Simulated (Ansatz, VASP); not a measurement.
One calculation of C, two programs

```xyz
2
Lattice="0.0000 1.7801 1.7801 1.7801 0.0000 1.7801 1.7801 1.7801 0.0000" Properties=species:S:1:pos:R:3 pbc="T T T"
C     1.7801    1.7801    1.7801
C     2.6702    2.6702    2.6702
```

Alike in both runs: functional r2SCAN; k mesh 12 × 12 × 12; occupations gaussian, width 0.02 eV; no spin polarisation.

Ansatz relaxed the structure, and its values are those at the end. VASP's run is a single point on that final structure, the one shown.

```csv
,VASP,Ansatz
version,VASP 6.6.1,Ansatz 0.2.0
potentials or method,"VASP PAW PBE potentials, release 64 (C_h), cutoff 910 eV","scalar-relativistic, plane waves, PAW"
valence electrons in the cell,8,8
```

```csv
,VASP,Ansatz,Ansatz less VASP
gap on the k mesh at the Fermi level (eV),4.39,4.39,-0.002
least direct gap on the mesh (eV),5.89,5.90,+0.001
```

VASP's potentials were made for PBE, not for r2SCAN.

Noted on VASP's run: the cutoff is short for stress, so the pressure is rough.
